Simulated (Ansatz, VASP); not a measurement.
Os: VASP beside Ansatz

```
CELL_PARAMETERS angstrom
0.00000 2.79031 2.79031
2.79031 0.00000 2.79031
2.79031 2.79031 0.00000
ATOMIC_POSITIONS crystal
Os 0.12500 0.12500 0.12500
Os 0.87500 0.87500 0.87500
```

Alike in both runs: functional RPBE; k mesh 10 × 10 × 10; occupations fermi-dirac, width 0.1 eV; no spin polarisation.

Ansatz relaxed the structure, and its values are those at the end. VASP's run is a single point on that final structure, the one shown.

|  | VASP | Ansatz |
| --- | --- | --- |
| version | VASP 6.6.1 | Ansatz 0.2.0 |
| potentials or method | VASP PAW PBE potentials, release 64 (Os), cutoff 520 eV | plane waves (420 eV) with PAW, scalar-relativistic |
| valence electrons in the cell | 16 | 32 |

```csv
,VASP,Ansatz,Ansatz less VASP
pressure (GPa),-1.1,0.0,+1.10
```

VASP's potentials were made for PBE, not for RPBE. VASP's potentials hold 16 valence electrons a cell and Ansatz's 32, so a difference there can come from the potentials and not from the codes.

Spin-orbit coupling is off throughout.
